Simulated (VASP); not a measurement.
# Ru (Fm-3m) in VASP: single point with r2SCAN

Aim: the single point of Ru with r2SCAN.

Program: VASP 6.6.1. These are calculated values, not measurements. Logs are shortened: lines on timing, memory, paths and dates and some standing lists are left out, and cuts for length are marked.

## (1) The cell of the first run

Symmetry: Fm-3m, No. 225, cubic system. The conventional cell has a = 3.824 Å, b = 3.824 Å, c = 3.824 Å, α = 90.00°, β = 90.00°, γ = 90.00°. Ru (site symmetry m-3m) has 12 Ru at 2.70 Å within 3.6 Å.

## (2) Single point, r2SCAN

File POSCAR:

```
Ru
1.0
    0.0000000000      1.9117650000      1.9117650000
    1.9117650000      0.0000000000      1.9117650000
    1.9117650000      1.9117650000      0.0000000000
Ru
1
Direct
    0.0000000000      0.0000000000      0.0000000000
```

File INCAR.step1:

```
SYSTEM = Ru
ALGO     = Normal         ! electronic algorithm
EDIFF    = 1E-5           ! SCF threshold, eV
ENCUT    = 550            ! plane-wave cutoff, eV
GGA      = PE             ! functional
GGA_COMPAT= .FALSE.      
ISMEAR   = -5             ! smearing method
LASPH    = .TRUE.         ! aspherical terms in the spheres
LCHARG   = .FALSE.        ! write CHGCAR
LREAL    = .FALSE.        ! projectors in reciprocal space
LWAVE    = .TRUE.         ! write WAVECAR
NBANDS   = 13             ! bands
NELM     = 120            ! most SCF steps
PREC     = Accurate       ! precision mode
SIGMA    = 0.1            ! smearing width, eV
```

File INCAR.step2:

```
SYSTEM = Ru
ALGO     = Normal         ! electronic algorithm
EDIFF    = 1E-6           ! SCF threshold, eV
ENCUT    = 550            ! plane-wave cutoff, eV
GGA_COMPAT= .FALSE.      
ISIF     = 2              ! what is computed and relaxed
ISMEAR   = -5             ! smearing method
ISTART   = 1            
LASPH    = .TRUE.         ! aspherical terms in the spheres
LCHARG   = .FALSE.        ! write CHGCAR
LMIXTAU  = .TRUE.       
LREAL    = .FALSE.        ! projectors in reciprocal space
LWAVE    = .FALSE.        ! write WAVECAR
METAGGA  = R2SCAN         ! meta-GGA
NBANDS   = 13             ! bands
NELM     = 120            ! most SCF steps
PREC     = Accurate       ! precision mode
SIGMA    = 0.1            ! smearing width, eV
```

File KPOINTS:

```
k-points
0
G
  11 11 11
  0 0 0
```

Potentials or basis: VASP PAW PBE potentials, release 64 (Ru_pv).

On the command line:

```bash
$ cat potpaw_PBE.64/Ru_pv/POTCAR > POTCAR
$ cp INCAR.step1 INCAR
$ mpirun -np 1 vasp_std > vasp.out
$ cp INCAR.step2 INCAR
$ mpirun -np 1 vasp_std > vasp.out
```

OUTCAR:

```text
SYSTEM = Ru
   EDIFF = 1E-6
   ENCUT = 550
   ISIF = 2
   ISMEAR = -5
   ISTART = 1
   LASPH = .TRUE.
   LREAL = .FALSE.
   METAGGA = R2SCAN
   NELM = 120
   PREC = Accurate

 ion  position               nearest neighbor table
   1  0.000  0.000  0.000-

  LATTYP: Found a face centered cubic cell.
 ALAT       =     3.8235300000

  Lattice vectors:

 A1 = (   0.0000000000,   1.9117650000,   1.9117650000)
 A2 = (   1.9117650000,   0.0000000000,   1.9117650000)
 A3 = (   1.9117650000,   1.9117650000,   0.0000000000)

Analysis of symmetry for initial positions (statically):
=====================================================================
 Subroutine PRICEL returns:
 Original cell was already a primitive cell.

 Routine SETGRP: Setting up the symmetry group for a
 face centered cubic supercell.

 Subroutine GETGRP returns: Found 48 space group operations
 (whereof 48 operations were pure point group operations)
 out of a pool of 48 trial point group operations.

The static configuration has the point symmetry O_h .

Analysis of symmetry for dynamics (positions and initial velocities):
=====================================================================
 Subroutine PRICEL returns:
 Original cell was already a primitive cell.

 Routine SETGRP: Setting up the symmetry group for a
 face centered cubic supercell.

 Subroutine GETGRP returns: Found 48 space group operations
 (whereof 48 operations were pure point group operations)
 out of a pool of 48 trial point group operations.

The dynamic configuration has the point symmetry O_h .

 Subroutine INISYM returns: Found 48 space group operations
 (whereof 48 operations are pure point group operations),
 and found     1 'primitive' translations

----------------------------------------------------------------------------------------

                                     Primitive cell

  volume of cell :      13.9744

  direct lattice vectors                    reciprocal lattice vectors
     0.000000000  1.911765000  1.911765000    -0.261538421  0.261538421  0.261538421
     1.911765000  0.000000000  1.911765000     0.261538421 -0.261538421  0.261538421
     1.911765000  1.911765000  0.000000000     0.261538421  0.261538421 -0.261538421

  length of vectors
     2.703643991  2.703643991  2.703643991     0.452997834  0.452997834  0.452997834

  position of ions in fractional coordinates (direct lattice)
     0.000000000  0.000000000  0.000000000

  ion indices of the primitive-cell ions
   primitive index   ion index
                 1           1

----------------------------------------------------------------------------------------

 KPOINTS: k-points

Automatic generation of k-mesh.
 Grid dimensions read from file:
 generate k-points for:   11   11   11

 Generating k-lattice:

  Cartesian coordinates                     Fractional coordinates (reciprocal lattice)
    -0.023776220  0.023776220  0.023776220     0.090909091  0.000000000  0.000000000
     0.023776220 -0.023776220  0.023776220     0.000000000  0.090909091  0.000000000
     0.023776220  0.023776220 -0.023776220     0.000000000  0.000000000  0.090909091

  Length of vectors
     0.041181621  0.041181621  0.041181621

  Shift w.r.t. Gamma in fractional coordinates (k-lattice)
     0.000000000  0.000000000  0.000000000

 TETIRR: Found    201 inequivalent tetrahedra from     7986

 Subroutine IBZKPT returns following result:
 ===========================================

 Found     56 irreducible k-points:

 Following reciprocal coordinates:
            Coordinates               Weight
  0.000000  0.000000  0.000000      1.000000
  0.090909  0.000000  0.000000      8.000000
  0.181818  0.000000  0.000000      8.000000
  0.272727  0.000000  0.000000      8.000000
  0.363636  0.000000  0.000000      8.000000
  0.454545  0.000000  0.000000      8.000000
[... 16 lines left out ...]
 -0.272727  0.181818  0.000000     24.000000
 -0.181818  0.181818  0.000000     12.000000
 [... further k-points ...]
   k-points           NKPTS =     56   k-points in BZ     NKDIM =     56   number of bands    NBANDS=     13
   number of dos      NEDOS =    301   number of ions     NIONS =      1
   total plane-waves  NPLWV =  13824
   dimension x,y,z NGX =    24 NGY =   24 NGZ =   24
   dimension x,y,z NGXF=    48 NGYF=   48 NGZF=   48
   ions per type =               1
   NGX,Y,Z   is equivalent  to a cutoff of  14.76, 14.76, 14.76 a.u.
   NGXF,Y,Z  is equivalent  to a cutoff of  29.51, 29.51, 29.51 a.u.
 SYSTEM =  Ru
   PREC   = accura    normal or accurate (medium, high low for compatibility)
   ISTART =      1    job   : 0-new  1-cont  2-samecut
   ICHARG =      0    charge: 1-file 2-atom 10-const
   ISPIN  =      1    spin polarized calculation?
   LNONCOLLINEAR =      F non collinear calculations
   LSORBIT =      F    spin-orbit coupling
   LASPH  =      T    aspherical Exc in radial PAW
   ENCUT  =  550.0 eV  40.42 Ry    6.36 a.u.   5.17  5.17  5.17*2*pi/ulx,y,z
   NELM   =    120;   NELMIN=  2; NELMDL=  0     # of ELM steps
   EDIFF  = 0.1E-05   stopping-criterion for ELM
   LREAL  =      F    real-space projection
   EDIFFG = 0.1E-04   stopping-criterion for IOM
   NSW    =      0    number of steps for IOM
   IBRION =     -1    ionic relax: 0-MD 1-quasi-New 2-CG
   NFREE  =      0    steps in history (QN), initial steepest desc. (CG)
   ISIF   =      2    stress and relaxation
   ISYM   =      2    0-nonsym 1-usesym 2-fastsym
   POTIM  = 0.5000    time-step for ionic-motion
   TEBEG  =    0.0;   TEEND  =   0.0 temperature during run
   PSTRESS=    0.0 pullay stress
   NELECT =      14.0000    total number of electrons
   NUPDOWN=      -1.0000    fix difference up-down
   EMIN   =  10.00;   EMAX   =-10.00  energy-range for DOS
   EFERMI =   0.00;   METHOD = LEGACY
   ISMEAR =    -5;   SIGMA  =   0.10  broadening in eV -4-tet -1-fermi 0-gaus
   EFERMI_NEDOS =   21; number of points for ismear=-14 and -15
   IALGO  =     38    algorithm
   IMIX   =      4    mixing-type and parameters
     AMIX     =   0.40;   BMIX     =  1.00
     AMIX_MAG =   1.60;   BMIX_MAG =  1.00
  volume/ion in A,a.u.               =      13.97        94.30
  Fermi-wavevector in a.u.,A,eV,Ry     =   1.638097  3.095555 36.509363  2.683362
  Thomas-Fermi vector in A             =   2.729127
   LORBIT       =      0    0 simple, 1 ext, 2 COOP (PROOUT), +10 PAW based schemes
   METAGGA = R2SCAN    functional components
   LHFCALC =     F    Hartree Fock is set to
   AEXX    =    0.0000 exact exchange contribution
   IVDW    =     0    specifies the selected vdW correction
   LEPSILON=     F    determine dielectric tensor
   LRPA    =     F    only Hartree local field effects (RPA)
 non-spin polarized calculation
 Fermi weights with tetrahedron method with Bloechl corrections
  energy-cutoff  :      550.00
  volume of cell :       13.97
 maximum number of plane-waves:       420
 NGX is ok and might be reduce to    24
   NGX = 11   NGY = 11   NGZ = 11

 number of electron      13.9999999 magnetization

 Free energy of the ion-electron system (eV)
  ---------------------------------------------------
  ext. energy  EPLUGINS =         0.00000000
  ---------------------------------------------------
  free energy    TOTEN  =       -25.30208218 eV

  energy without entropy =      -25.30208218  energy(sigma->0) =      -25.30208218

 E-fermi :  12.0915     XC(G=0): -15.2049

 val. band max:       12.1257634715   @ k =  -0.3636   0.4545   0.1818
 cond. band min:      12.0088998238   @ k =   0.3636   0.2727   0.0909
 fundamental gap:     -0.1168636477
 Fermi energy:        12.0915459844

 k-point     1 :       0.0000    0.0000    0.0000
  band No.  band energies     occupation
      1     -31.6685      2.00000
      2     -31.6685      2.00000
      3     -31.6685      2.00000
      4       4.0244      2.00000
      5       9.5384      2.00000
      6       9.5384      2.00000
      7       9.5384      2.00000
      8      11.9651      2.00000
      9      11.9651      1.99999
     10      20.5945      0.00000
     11      27.8539      0.00000
     12      33.8024      0.00000
     13      33.8024      0.00000

 k-point     2 :       0.0909    0.0000    0.0000
  band No.  band energies     occupation
      1     -31.7554      2.00000
      2     -31.6798      2.00000
      3     -31.6798      2.00000
      4       4.3792      2.00000
      5       9.3626      2.00000
      6       9.6808      2.00000
      7       9.6808      2.00000
      8      11.8811      2.00000
      9      11.8811      2.32287
     10      20.5945      0.00000
     11      28.4231      0.00000
     12      32.2463      0.00000
     13      34.3668      0.00000

 k-point     3 :       0.1818    0.0000    0.0000
  band No.  band energies     occupation
      1     -31.9849      2.00000
      2     -31.7100      2.00000
      3     -31.7100      2.00000
      4       5.2842      2.00000
      5       9.0832      2.00000
      6       9.9344      2.00000
      7       9.9344      2.00000
      8      11.8438      1.98770
      9      11.8438      1.30511
     10      20.5945      0.00000
     11      29.5730      0.00000
     12      29.8234      0.00000
     13      35.9302      0.00000
[... 305 lines left out ...]
 k-point    23 :      -0.2727    0.1818    0.0000
  band No.  band energies     occupation
      1     -32.4222      2.00000
      2     -32.0056      2.00000
      3     -31.7850      2.00000
      4       7.3103      2.00000
      5       8.8917      2.00000
      6       9.2808      2.00000
      7      10.4973      2.00000
      8      11.8488      1.29777
      9      15.4064      0.00000
     10      20.5945      0.00000
     11      26.3198      0.00000
     12      29.2390      0.00000
     13      31.9946      0.00000

 k-point    24 :      -0.1818    0.1818    0.0000
  band No.  band energies     occupation
      1     -32.2503      2.00000
      2     -31.9132      2.00000
      3     -31.7394      2.00000
      4       6.9167      2.00000
      5       8.4342      2.00000
      6       9.6946      2.00000
      7      10.8588      2.00000
      8      10.8663      2.00000
      9      13.8597      0.00000
     10      20.5945      0.00000
     11      28.3336      0.00000
     12      30.3664      0.00000
     13      33.9761      0.00000

 [... further k-points ...]
[... 5 lines left out ...]
  --------------------------------------------------------------------------------------
  -------------------------------------------------------------------------------------
  Total       -0.7232444     -0.7232444     -0.7232444     -0.0000000      0.0000000      0.0000000
  in kB      -82.9205491    -82.9205491    -82.9205491     -0.0000000      0.0000000      0.0000000
  external PRESSURE =     -82.9205491 kB  Pullay stress =       0.0000000 kB

 VOLUME and BASIS-vectors are now :
 -----------------------------------------------------------------------------
  energy-cutoff  :      550.00
  volume of cell :       13.97
      direct lattice vectors                 reciprocal lattice vectors
     0.000000000  1.911765000  1.911765000    -0.261538421  0.261538421  0.261538421
     1.911765000  0.000000000  1.911765000     0.261538421 -0.261538421  0.261538421
     1.911765000  1.911765000  0.000000000     0.261538421  0.261538421 -0.261538421

 POSITION                                       TOTAL-FORCE (eV/Angst)
 -----------------------------------------------------------------------------------
      0.00000      0.00000      0.00000         0.000000      0.000000      0.000000
 -----------------------------------------------------------------------------------
    total drift:                               -0.000000      0.000000      0.000000

  FREE ENERGIE OF THE ION-ELECTRON SYSTEM (eV)
  ---------------------------------------------------
  free  energy   TOTEN  =       -25.3020821792 eV

  energy  without entropy=      -25.3020821792  energy(sigma->0) =      -25.30208218
```

It took 42 s on 1 thread of Intel Xeon Platinum 8488C (Sapphire Rapids), shared host; peak memory 0.15 GiB.

Results:

```
Free energy            : -25.3021 eV
Pressure               : -8.3 GPa
Band gap on the k mesh : zero (band 7 reaches 14.18 eV, above the bottom of band 8 at 10.81 eV)
```

Levels at points of the mesh, in eV from the Fermi level:
```
           k point  band 3  band 4  band 5  band 6  band 7  band 8  band 9  band 10  band 11  band 12
(0.00, 0.00, 0.00)  -43.76   -8.07   -2.55   -2.55   -2.55   -0.13   -0.13     8.50    15.76    21.71
```

Caveat: the PAW data sets were made with another functional, which shifts forces and pressure a little; tetrahedron occupations give inexact forces and stress in metals.
